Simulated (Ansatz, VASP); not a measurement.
## Mg4CdS3 in VASP and in Ansatz

```
Mg Cd S
1.0
     3.63438    0.00000    0.00000
    -1.81719    3.14747    0.00000
     0.00000    0.00000   13.88919
Mg Cd S
4 1 3
Direct
  0.33333 0.66667 0.60914
  0.66667 0.33333 0.39086
  0.66667 0.33333 0.16617
  0.33333 0.66667 0.83383
  0.00000 0.00000 0.00000
  0.66667 0.33333 0.72134
  0.33333 0.66667 0.27866
  0.00000 0.00000 0.50000
```

Change from the starting cell: built by hand: rocksalt MgS with layered Cd substitution along (111) (P-3m1, No. 164).

Alike in both runs: functional PBE; k mesh 5 × 5 × 2; occupations gaussian, width 0.2 eV; no spin polarisation.

Ansatz relaxed the structure, and its values are those at the end. VASP's run is a single point on that final structure, the one shown.

|  | VASP | Ansatz |
| --- | --- | --- |
| version | VASP 6.6.1 | Ansatz 0.2.0 |
| potentials or method | VASP PAW PBE potentials, release 64 (Mg, Cd, S), cutoff 520 eV | scalar-relativistic, plane waves, PAW |
| valence electrons in the cell | 38 | 78 |

VASP gave:

```
gap on the k mesh at the Fermi level (eV) : 0.47
least direct gap on the mesh (eV)         : 0.56
pressure (GPa)                            : -0.3
rms of the force components (eV/Å)        : 0.012
```

**Question.** What did Ansatz give for the same quantities?

**Answer.** gap on the k mesh at the Fermi level (eV): 0.47; least direct gap on the mesh (eV): 0.56; pressure (GPa): -0.1; rms of the force components (eV/Å): 0.008.

The functional is the same, so the differences come from potentials, cutoffs and numerics. VASP's potentials hold 38 valence electrons a cell and Ansatz's 78, so a difference there can come from the potentials and not from the codes.
